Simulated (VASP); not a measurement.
# CoSi2 in VASP: a series of runs

Runs on CoSi2. Level: PBE. Tasks: single point.

Program: VASP 6.6.1. These are calculated values, not measurements. Logs are shortened: lines on timing, memory, paths and dates and some standing lists are left out, and cuts for length are marked.

**1. The cell of the first run**

Symmetry: Fm-3m, No. 225, cubic system. The conventional cell has a = 5.365 Å, b = 5.365 Å, c = 5.365 Å, α = 90.00°, β = 90.00°, γ = 90.00°. Co (site symmetry m-3m) has 8 Si at 2.32 Å within 3.1 Å. Within 3.1 Å of Si (site symmetry -43m) lie 4 Co at 2.32 Å and 6 Si at 2.68 Å.

**2. Single point, PBE, collinear spin, ferromagnetic start**

INCAR reads:

```
PREC = Accurate
ENCUT = 520
EDIFF = 1E-7
ISMEAR = -1
SIGMA = 0.05
LREAL = F
LASPH = T
NELM = 150
ALGO = Normal
ISIF = 2
LWAVE = F
LCHARG = F
ISPIN = 2
MAGMOM = 2 0 0
LORBIT = 11
LMAXMIX = 4
GGA = PE
NBANDS = 20
```

KPOINTS reads:

```
regular mesh
0
Gamma
  15 15 15
```

POSCAR reads:

```
CoSi2
1.0
    0.0000000000      2.6825000000      2.6825000000
    2.6825000000      0.0000000000      2.6825000000
    2.6825000000      2.6825000000      0.0000000000
Co Si
1 2
Direct
    0.0000000000      0.0000000000      0.0000000000
    0.2500000000      0.2500000000      0.2500000000
    0.7500000000      0.7500000000      0.7500000000
```

Potentials or basis: VASP PAW PBE potentials, release 64 (Co, Si).

Started as:

```console
$ cat potpaw_PBE.64/Co/POTCAR potpaw_PBE.64/Si/POTCAR > POTCAR
$ mpirun -np 1 vasp_std > vasp.out
```

OUTCAR:

```text
PREC = Accurate
   ENCUT = 520
   EDIFF = 1E-7
   ISMEAR = -1
   LREAL = F
   LASPH = T
   NELM = 150
   ISIF = 2
   ISPIN = 2
   LORBIT = 11
   GGA = PE

 ion  position               nearest neighbor table
   1  0.000  0.000  0.000-   3 2.32   3 2.32   3 2.32   2 2.32   3 2.32   2 2.32   2 2.32   2 2.32

   2  0.250  0.250  0.250-   1 2.32   1 2.32   1 2.32   1 2.32   3 2.68   3 2.68   3 2.68   3 2.68
                             3 2.68   3 2.68
   3  0.750  0.750  0.750-   1 2.32   1 2.32   1 2.32   1 2.32   2 2.68   2 2.68   2 2.68   2 2.68
                             2 2.68   2 2.68

  LATTYP: Found a face centered cubic cell.
 ALAT       =     5.3650000000

  Lattice vectors:

 A1 = (   0.0000000000,   2.6825000000,   2.6825000000)
 A2 = (   2.6825000000,   0.0000000000,   2.6825000000)
 A3 = (   2.6825000000,   2.6825000000,   0.0000000000)

Analysis of symmetry for initial positions (statically):
=====================================================================
 Subroutine PRICEL returns:
 Original cell was already a primitive cell.

 Routine SETGRP: Setting up the symmetry group for a
 face centered cubic supercell.

 Subroutine GETGRP returns: Found 48 space group operations
 (whereof 48 operations were pure point group operations)
 out of a pool of 48 trial point group operations.

The static configuration has the point symmetry O_h .

Analysis of symmetry for dynamics (positions and initial velocities):
=====================================================================
 Subroutine PRICEL returns:
 Original cell was already a primitive cell.

 Routine SETGRP: Setting up the symmetry group for a
 face centered cubic supercell.

 Subroutine GETGRP returns: Found 48 space group operations
 (whereof 48 operations were pure point group operations)
 out of a pool of 48 trial point group operations.

The dynamic configuration has the point symmetry O_h .

Analysis of structural, dynamic, and magnetic symmetry:
=====================================================================
 Subroutine PRICEL returns:
 Original cell was already a primitive cell.

 Routine SETGRP: Setting up the symmetry group for a
 face centered cubic supercell.

 Subroutine GETGRP returns: Found 48 space group operations
 (whereof 48 operations were pure point group operations)
 out of a pool of 48 trial point group operations.

The overall configuration has the point symmetry O_h .

 Subroutine INISYM returns: Found 48 space group operations
 (whereof 48 operations are pure point group operations),
[... 116 lines left out ...]
   IMIX   =      4    mixing-type and parameters
     AMIX     =   0.40;   BMIX     =  1.00
     AMIX_MAG =   1.60;   BMIX_MAG =  1.00
  volume/ion in A,a.u.               =      12.87        86.84
  Fermi-wavevector in a.u.,A,eV,Ry     =   1.245493  2.353641 21.106087  1.551254
  Thomas-Fermi vector in A             =   2.379713
   LORBIT       =     11    0 simple, 1 ext, 2 COOP (PROOUT), +10 PAW based schemes
   GGA     = PE    functional components
   LHFCALC =     F    Hartree Fock is set to
   AEXX    =    0.0000 exact exchange contribution
   IVDW    =     0    specifies the selected vdW correction
   LEPSILON=     F    determine dielectric tensor
   LRPA    =     F    only Hartree local field effects (RPA)
 spin polarized calculation
  energy-cutoff  :      520.00
  volume of cell :       38.61
 maximum number of plane-waves:      1051
   NGX = 15   NGY = 15   NGZ = 15

 number of electron      16.9999994 magnetization       0.0000083

 number of electron      16.9999994 magnetization      -0.0000091

 Free energy of the ion-electron system (eV)
  ---------------------------------------------------
  ext. energy  EPLUGINS =         0.00000000
  ---------------------------------------------------
  free energy    TOTEN  =       -19.29864761 eV

  energy without entropy =      -19.28934313  energy(sigma->0) =      -19.29399537

 E-fermi :  10.0050     XC(G=0): -11.7232

 val. band max:       10.0005144574   @ k =  -0.3333   0.2000   0.0000
 cond. band min:      10.0068073374   @ k =   0.4667   0.1333   0.0667
 fundamental gap:      0.0062928800
 Fermi energy:        10.0049609395

 spin component 1

 k-point     1 :       0.0000    0.0000    0.0000
  band No.  band energies     occupation
      1      -3.0605      1.00000
      2       5.9692      1.00000
      3       5.9692      1.00000
      4       5.9692      1.00000
      5       8.1326      1.00000
      6       8.1326      1.00000
[... 541 lines left out ...]
     19      22.9638      0.00000
     20      26.8603      0.00000

 [... further k-points ...]

 spin component 2

 k-point     1 :       0.0000    0.0000    0.0000
  band No.  band energies     occupation
      1      -3.0605      1.00000
      2       5.9692      1.00000
      3       5.9692      1.00000
      4       5.9692      1.00000
      5       8.1326      1.00000
      6       8.1326      1.00000
[... 541 lines left out ...]
     19      22.9638      0.00000
     20      26.8603      0.00000

 [... further k-points ...]
[... 5 lines left out ...]
  --------------------------------------------------------------------------------------
  -------------------------------------------------------------------------------------
  Total       -0.1623356     -0.1623356     -0.1623356      0.0000000      0.0000000      0.0000000
  in kB       -6.7371333     -6.7371333     -6.7371333      0.0000000      0.0000000      0.0000000
  external PRESSURE =      -6.7371333 kB  Pullay stress =       0.0000000 kB

 VOLUME and BASIS-vectors are now :
 -----------------------------------------------------------------------------
  energy-cutoff  :      520.00
  volume of cell :       38.61
      direct lattice vectors                 reciprocal lattice vectors
     0.000000000  2.682500000  2.682500000    -0.186393290  0.186393290  0.186393290
     2.682500000  0.000000000  2.682500000     0.186393290 -0.186393290  0.186393290
     2.682500000  2.682500000  0.000000000     0.186393290  0.186393290 -0.186393290

 POSITION                                       TOTAL-FORCE (eV/Angst)
 -----------------------------------------------------------------------------------
      0.00000      0.00000      0.00000        -0.000000     -0.000000     -0.000000
      1.34125      1.34125      1.34125        -0.000000     -0.000000     -0.000000
      4.02375      4.02375      4.02375         0.000000      0.000000      0.000000
 -----------------------------------------------------------------------------------
    total drift:                               -0.000000     -0.000000      0.000000

  FREE ENERGIE OF THE ION-ELECTRON SYSTEM (eV)
  ---------------------------------------------------
  free  energy   TOTEN  =       -19.2986476124 eV

  energy  without entropy=      -19.2893431307  energy(sigma->0) =      -19.29399537

 total charge

# of ion       s       p       d       tot
------------------------------------------
    1        0.538   0.714   7.589   8.841
    2        0.717   0.870   0.000   1.587
    3        0.717   0.870   0.000   1.587
--------------------------------------------------
tot          1.972   2.454   7.589  12.015

 magnetization (x)

# of ion       s       p       d       tot
------------------------------------------
    1       -0.000  -0.000  -0.000  -0.000
    2        0.000   0.000   0.000   0.000
    3        0.000   0.000   0.000   0.000
--------------------------------------------------
tot          0.000   0.000  -0.000   0.000
```

stdout:

```text
POSCAR found type information on POSCAR CoSi
 POSCAR found :  2 types and       3 ions
 scaLAPACK will be used
 LDA part: xc-table for (Slater+PW92), standard interpolation
 POSCAR, INCAR and KPOINTS ok, starting setup
 FFT: planning ... GRIDC
 FFT: planning ... GRID_SOFT
 FFT: planning ... GRID
 WAVECAR not read
 entering main loop
```

Wall time 5.2 min (1 thread of Intel Xeon 8259CL, shared host); peak memory 0.27 GiB.

What came out:

- Free energy: -19.2986 eV
- Pressure: -0.7 GPa
- Net moment: 0.00 μB per cell
- Valence electrons inside the program's atomic spheres: Co 8.84; Si 1.59

Levels at points of the mesh, in eV from the Fermi level:
Spin up:
```csv
k point,band 7,band 8,band 9,band 10,band 11,band 12
"(0.00, 0.00, 0.00)",0.73,3.41,3.41,3.41,3.47,3.47
```
Spin down:
```
           k point  band 6  band 7  band 8  band 9  band 10  band 11  band 12  band 13
(0.00, 0.00, 0.00)   -1.87    0.73    3.41    3.41     3.41     3.47     3.47     3.47
```

Caveat: the starting moments collapsed, and a magnetic state may lie lower.

**3. Single point, PBE, collinear spin, ferromagnetic start (volume scaled by 1.04, then relaxed in part)**

INCAR reads:

```
ALGO = Normal
EDIFF = 1E-7
ENCUT = 520
GGA = PE
ISIF = 2
ISMEAR = -1
ISPIN = 2
LASPH = True
LCHARG = True
LELF = True
LMAXMIX = 4
LORBIT = 11
LREAL = False
LVHAR = True
LWAVE = False
MAGMOM = 2 0 0
NBANDS = 20
NELM = 150
PREC = Accurate
SIGMA = 0.05
```

KPOINTS reads:

```
k-points
0
Gamma
  15 15 15
```

POSCAR reads:

```
CoSi2
1.0
    0.0000000000      2.7178001008      2.7178001008
    2.7178001008      0.0000000000      2.7178001008
    2.7178001008      2.7178001008      0.0000000000
Co Si
1 2
Direct
    0.0000000000      0.0000000000      0.0000000000
    0.2500000000      0.2500000000      0.2500000000
    0.7500000000      0.7500000000      0.7500000000
```

Potentials or basis: VASP PAW PBE potentials, release 64 (Co, Si).

Started as:

```console
$ cat potpaw_PBE.64/Co/POTCAR potpaw_PBE.64/Si/POTCAR > POTCAR
$ mpirun -np 1 vasp_std > vasp.out
```

It took 6.6 min on 1 thread of Intel Xeon 8259CL, shared host; peak memory 0.29 GiB.

The run converged. Its results:

```yaml
Free_energy: -19.2608 eV
Pressure: -7.0 GPa
Net_moment: 0.00 μB per cell
Valence_electrons_inside_the_program's_atomic_spheres: Co 8.74; Si 1.56
```

Levels at points of the mesh, in eV from the Fermi level:
Spin up:
```tsv
k point	band 7	band 8	band 9	band 10	band 11	band 12
(0.00, 0.00, 0.00)	0.35	3.25	3.25	3.25	3.45	3.45
```
Spin down:
```tsv
k point	band 5	band 6	band 7	band 8	band 9	band 10	band 11	band 12	band 13	band 14
(0.00, 0.00, 0.00)	-1.75	-1.75	0.35	3.25	3.25	3.25	3.45	3.45	3.45	5.51
```

Caveat: the starting moments collapsed, and a magnetic state may lie lower.

**4. Single point, PBE, collinear spin, ferromagnetic start (z stretched by -3 %, then relaxed in part)**

INCAR reads:

```
PREC     = Accurate       # precision mode
ENCUT    = 520            # plane-wave cutoff, eV
EDIFF    = 1E-7           # SCF threshold, eV
ISMEAR   = -1             # smearing method
SIGMA    = 0.05           # smearing width, eV
LREAL    = F              # projectors in reciprocal space
LASPH    = T              # aspherical terms in the spheres
NELM     = 150            # most SCF steps
ALGO     = Normal         # electronic algorithm
ISIF     = 2              # what is computed and relaxed
LWAVE    = F              # write WAVECAR
LCHARG   = F              # write CHGCAR
ISPIN    = 2              # spin polarisation
MAGMOM   = 2 0 0          # initial moments
LORBIT   = 11             # projections on sites
LMAXMIX  = 4              # l up to which the mixer works
GGA      = PE             # functional
NBANDS   = 20             # bands
```

KPOINTS reads:

```
Automatic mesh
0
Gamma
  15 15 15
```

POSCAR reads:

```
CoSi2
1.0
    0.0000000000      2.6825000000      2.6020250000
    2.6825000000      0.0000000000      2.6020250000
    2.6825000000      2.6825000000      0.0000000000
Co Si
1 2
Direct
    0.0000000000      0.0000000000      0.0000000000
    0.2500000000      0.2500000000      0.2500000000
    0.7500000000      0.7500000000      0.7500000000
```

Potentials or basis: VASP PAW PBE potentials, release 64 (Co, Si).

Started as:

```console
$ cat potpaw_PBE.64/Co/POTCAR potpaw_PBE.64/Si/POTCAR > POTCAR
$ mpirun -np 1 vasp_std > vasp.out
```

OUTCAR:

```text
PREC = Accurate
   ENCUT = 520
   EDIFF = 1E-7
   ISMEAR = -1
   LREAL = F
   LASPH = T
   NELM = 150
   ISIF = 2
   ISPIN = 2
   LORBIT = 11
   GGA = PE

 ion  position               nearest neighbor table
   1  0.000  0.000  0.000-   3 2.30   3 2.30   3 2.30   2 2.30   3 2.30   2 2.30   2 2.30   2 2.30

   2  0.250  0.250  0.250-   1 2.30   1 2.30   1 2.30   1 2.30   3 2.60   3 2.60   3 2.68   3 2.68
                             3 2.68   3 2.68
   3  0.750  0.750  0.750-   1 2.30   1 2.30   1 2.30   1 2.30   2 2.60   2 2.60   2 2.68   2 2.68
                             2 2.68   2 2.68

  LATTYP: Found a body centered tetragonal cell.
 ALAT       =     3.7936278811
 C/A-ratio  =     1.3717871555

  Lattice vectors:
[... 1328 lines left out ...]
  volume of cell :       37.45
      direct lattice vectors                 reciprocal lattice vectors
     0.000000000  2.682500000  2.602025000    -0.186393290  0.186393290  0.192158031
     2.682500000  0.000000000  2.602025000     0.186393290 -0.186393290  0.192158031
     2.682500000  2.682500000  0.000000000     0.186393290  0.186393290 -0.192158031

 POSITION                                       TOTAL-FORCE (eV/Angst)
 -----------------------------------------------------------------------------------
      0.00000      0.00000      0.00000         0.000000     -0.000000      0.000000
      1.34125      1.34125      1.30101         0.000000      0.000000      0.000000
      4.02375      4.02375      3.90304        -0.000000     -0.000000     -0.000000
 -----------------------------------------------------------------------------------
    total drift:                               -0.000000     -0.000000      0.000000

  FREE ENERGIE OF THE ION-ELECTRON SYSTEM (eV)
  ---------------------------------------------------
  free  energy   TOTEN  =       -19.2759541676 eV

  energy  without entropy=      -19.2675355938  energy(sigma->0) =      -19.27174488

 total charge

# of ion       s       p       d       tot
------------------------------------------
    1        0.553   0.750   7.621   8.924
    2        0.717   0.891   0.000   1.608
    3        0.717   0.891   0.000   1.608
--------------------------------------------------
tot          1.987   2.532   7.621  12.139

 magnetization (x)

# of ion       s       p       d       tot
------------------------------------------
    1       -0.000  -0.000   0.000  -0.000
    2        0.000   0.000   0.000   0.000
    3        0.000   0.000   0.000   0.000
--------------------------------------------------
tot          0.000   0.000   0.000   0.000
```

OSZICAR:

```text
N       E                     dE             d eps       ncg     rms          rms(c)
DAV:   1     0.687499013725E+02    0.68750E+02   -0.66243E+03 23264   0.817E+02
DAV:   2    -0.157069870047E+02   -0.84457E+02   -0.73876E+02 24460   0.187E+02
DAV:   3    -0.202682125968E+02   -0.45612E+01   -0.44096E+01 28088   0.459E+01
DAV:   4    -0.203430965899E+02   -0.74884E-01   -0.74730E-01 27060   0.534E+00
DAV:   5    -0.203451888628E+02   -0.20923E-02   -0.20920E-02 28852   0.948E-01    0.166E+01
DAV:   6    -0.246655295044E+02   -0.43203E+01   -0.17324E+01 26080   0.849E+01    0.185E+01
DAV:   7    -0.193110753636E+02    0.53545E+01   -0.88097E+00 28096   0.666E+01    0.348E+00
DAV:   8    -0.193046110403E+02    0.64643E-02   -0.50308E-01 27772   0.408E+00    0.202E+00
DAV:   9    -0.192757313746E+02    0.28880E-01   -0.53587E-02 28600   0.362E+00    0.839E-01
DAV:  10    -0.192758679687E+02   -0.13659E-03   -0.28842E-03 31148   0.426E-01    0.318E-01
DAV:  11    -0.192758350650E+02    0.32904E-04   -0.75361E-04 28964   0.368E-01    0.118E-01
DAV:  12    -0.192759529569E+02   -0.11789E-03   -0.25100E-04 26736   0.172E-01    0.462E-02
DAV:  13    -0.192759531285E+02   -0.17155E-06   -0.28616E-05 28672   0.562E-02    0.131E-02
DAV:  14    -0.192759536052E+02   -0.47678E-06   -0.18738E-06 30092   0.106E-02    0.427E-03
DAV:  15    -0.192759543217E+02   -0.71643E-06   -0.13969E-06 26068   0.641E-03    0.497E-03
DAV:  16    -0.192759541200E+02    0.20171E-06   -0.84081E-08 24412   0.254E-03    0.112E-03
DAV:  17    -0.192759541676E+02   -0.47667E-07   -0.75240E-09 14608   0.740E-04
   1 F= -.19275954E+02 E0= -.19271745E+02  d E =-.841857E-02  mag=     0.0000
```

It took 11 min on 1 thread of AMD EPYC 7R13, shared host; peak memory 0.39 GiB.

Results:

```yaml
Free_energy: -19.2760 eV
Pressure: 5.1 GPa
Net_moment: 0.00 μB per cell
Valence_electrons_inside_the_program's_atomic_spheres: Co 8.92; Si 1.61
```

Caveat: the cell differs from its parent crystal (z stretched by -3 %, then relaxed in part); the starting moments collapsed, and a magnetic state may lie lower.

**5. Single point, PBE, collinear spin, ferromagnetic start (z stretched by +2 %, then relaxed in part)**

INCAR reads:

```
SYSTEM = CoSi2
ALGO     = Normal         ! electronic algorithm
EDIFF    = 1E-6           ! SCF threshold, eV
ENCUT    = 520            ! plane-wave cutoff, eV
GGA      = PE             ! functional
ISIF     = 2              ! what is computed and relaxed
ISMEAR   = -1             ! smearing method
ISPIN    = 2              ! spin polarisation
LASPH    = .TRUE.         ! aspherical terms in the spheres
LCHARG   = .TRUE.         ! write CHGCAR
LELF     = .TRUE.         ! ELF
LMAXMIX  = 4              ! l up to which the mixer works
LORBIT   = 11             ! projections on sites
LREAL    = .FALSE.        ! projectors in reciprocal space
LVHAR    = .TRUE.       
LWAVE    = .FALSE.        ! write WAVECAR
MAGMOM   = 2 0 0          ! initial moments
NBANDS   = 20             ! bands
NELM     = 150            ! most SCF steps
PREC     = Accurate       ! precision mode
SIGMA    = 0.05           ! smearing width, eV
```

KPOINTS reads:

```
k-points
0
G
  15 15 15
  0 0 0
```

POSCAR reads:

```
CoSi2
1.0
    0.0000000000      2.6825000000      2.7361500000
    2.6825000000      0.0000000000      2.7361500000
    2.6825000000      2.6825000000      0.0000000000
Co Si
1 2
Direct
    0.0000000000      0.0000000000      0.0000000000
    0.2500000000      0.2500000000      0.2500000000
    0.7500000000      0.7500000000      0.7500000000
```

Started as:

```console
$ cat potpaw_PBE.64/Co/POTCAR potpaw_PBE.64/Si/POTCAR > POTCAR
$ mpirun -np 1 vasp_std > vasp.out
```

Wall time 4 min (1 thread of Intel Xeon Platinum 8488C (Sapphire Rapids), shared host); peak memory 0.43 GiB.

The run converged. Its results:

```
Free energy                                           : -19.2848 eV
Pressure                                              : -4.0 GPa
Net moment                                            : 0.00 μB per cell
Valence electrons inside the program's atomic spheres : Co 8.79; Si 1.57
```

Stress tensor (GPa, compression positive):
```
-3.44  0.00  0.00
 0.00 -3.44  0.00
 0.00  0.00 -4.97
```

Levels at points of the mesh, in eV from the Fermi level:
Spin up:
| k point | band 6 | band 7 | band 8 | band 9 | band 10 | band 11 | band 12 | band 13 |
| --- | --- | --- | --- | --- | --- | --- | --- | --- |
| (0.00, 0.00, 0.00) | -1.76 | 0.54 | 3.24 | 3.24 | 3.30 | 3.50 | 3.54 | 3.54 |
Spin down:
| k point | band 6 | band 7 | band 8 | band 9 | band 10 | band 11 | band 12 | band 13 |
| --- | --- | --- | --- | --- | --- | --- | --- | --- |
| (0.00, 0.00, 0.00) | -1.76 | 0.54 | 3.24 | 3.24 | 3.30 | 3.50 | 3.54 | 3.54 |

Caveat: the cell differs from its parent crystal (z stretched by +2 %, then relaxed in part); the starting moments collapsed, and a magnetic state may lie lower.
